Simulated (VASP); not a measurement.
# CaO: single point with PBE

CaO:

```
Ca O
1.0
     0.00000    2.44900    2.44900
     2.44900    0.00000    2.44900
     2.44900    2.44900    0.00000
Ca O
1 1
Cartesian
  0.0000 0.0000 0.0000
  2.4490 2.4490 2.4490
```

```json
{
 "Program": "VASP 6.6.1",
 "Task": "single point",
 "Functional": "PBE",
 "Potentials or basis": "VASP PAW PBE potentials, release 64 (Ca_sv, O)",
 "Cutoff": "520 eV",
 "k mesh": "10 × 10 × 10",
 "Occupations": "gaussian, width 0.05 eV",
 "Spin": "no spin polarisation"
}
```

The pressure is -3.6 GPa. The band gap on the k mesh is 3.64 eV, indirect (least direct gap 4.03 eV).

Levels at points of the mesh, in eV from the valence-band top:
```csv
k point,band 4,band 5,band 6,band 7,band 8,band 9,band 10,band 11,band 12,band 13
"(0.00, 0.00, 0.00)",-18.68,-15.42,0.00,0.00,0.00,4.27,6.08,6.08,6.08,7.49
"(0.50, 0.00, 0.00)",-18.72,-14.44,-2.51,-1.10,-1.10,6.78,8.05,8.05,8.08,9.95
"(0.50, 0.50, 0.00)",-18.86,-15.19,-1.32,-0.38,-0.38,3.64,7.63,8.57,9.15,9.15
```

Run time: 13 s on 1 thread of Intel(R) Xeon(R) 6975P-C (Granite Rapids) (shared host), peak memory 0.16 GiB.

A k mesh can miss the band edges. Expect the measured gap to be larger: semilocal functionals such as PBE lack the derivative discontinuity.
